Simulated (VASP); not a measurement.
Wanted: the native input for a VASP 6.6.1 run.

```
Task                   : single point
Functional             : r2SCAN
Potentials or basis    : VASP PAW PBE potentials, release 64 (As, B, Bi_d)
Cutoff                 : 520 eV
k mesh                 : 6 × 6 × 4
Occupations            : gaussian, width 0.01 eV
Spin                   : no spin polarisation
Dipole correction      : no
Further INCAR settings : ALGO = Normal; EDIFF = 1e-07; NBANDS = 21
```

BiB2As:

```
CELL_PARAMETERS angstrom
3.57784 0.00000 0.00000
0.00000 3.57784 0.00000
0.00000 0.00000 5.12112
ATOMIC_POSITIONS crystal
As 0.00000 0.00000 0.00000
B 0.00000 0.50000 0.78076
B 0.50000 0.00000 0.21924
Bi 0.50000 0.50000 0.50000
```

One way to write it, as run:

POSCAR

```
BiB2As
1.0
    3.5778400515      0.0000000000      0.0000000000
    0.0000000000      3.5778400515      0.0000000000
    0.0000000000      0.0000000000      5.1211238503
As B Bi
1 2 1
Direct
    0.0000000000      0.0000000000      0.0000000000
    0.0000000000      0.5000000000      0.7807602850
    0.5000000000      0.0000000000      0.2192397150
    0.5000000000      0.5000000000      0.5000000000
```

INCAR.step1

```
PREC = Accurate
ENCUT = 520
ISMEAR = 0
SIGMA = 0.01
LREAL = False
LASPH = True
NELM = 60
NBANDS = 21
GGA = PE
ALGO = Normal
EDIFF = 1E-4
LWAVE = True
LCHARG = False
```

INCAR.step2

```
PREC = Accurate
ENCUT = 520
EDIFF = 1E-7
ISMEAR = 0
SIGMA = 0.01
LREAL = False
LASPH = True
NELM = 60
ALGO = Normal
ISIF = 2
LWAVE = False
LCHARG = False
METAGGA = R2SCAN
LMIXTAU = True
NBANDS = 21
ISTART = 1
```

KPOINTS

```
Automatic mesh
0
Gamma
  6 6 4
```

Potentials or basis: VASP PAW PBE potentials, release 64 (As, B, Bi_d).

Run with:

```bash
$ cat potpaw_PBE.64/As/POTCAR potpaw_PBE.64/B/POTCAR potpaw_PBE.64/Bi_d/POTCAR > POTCAR
$ cp INCAR.step1 INCAR
$ mpirun -np 1 vasp_std > vasp.out
$ cp INCAR.step2 INCAR
$ mpirun -np 1 vasp_std > vasp.out
```

Results of the run:

| Item | Value |
| --- | --- |
| Pressure | 3.5 GPa |
| Largest force | 0.039 eV/Å |
| Band gap on the k mesh | 0.47 eV (least direct gap 0.88 eV) |

Caveat: the cell stands under pressure; the PAW data sets were made with another functional, which shifts forces and pressure a little; spin-orbit coupling is left out, which moves the levels of the heavy elements.

Run time: 69 s on 1 thread of Intel(R) Xeon(R) 6975P-C (Granite Rapids) (shared host), peak memory 0.2 GiB.
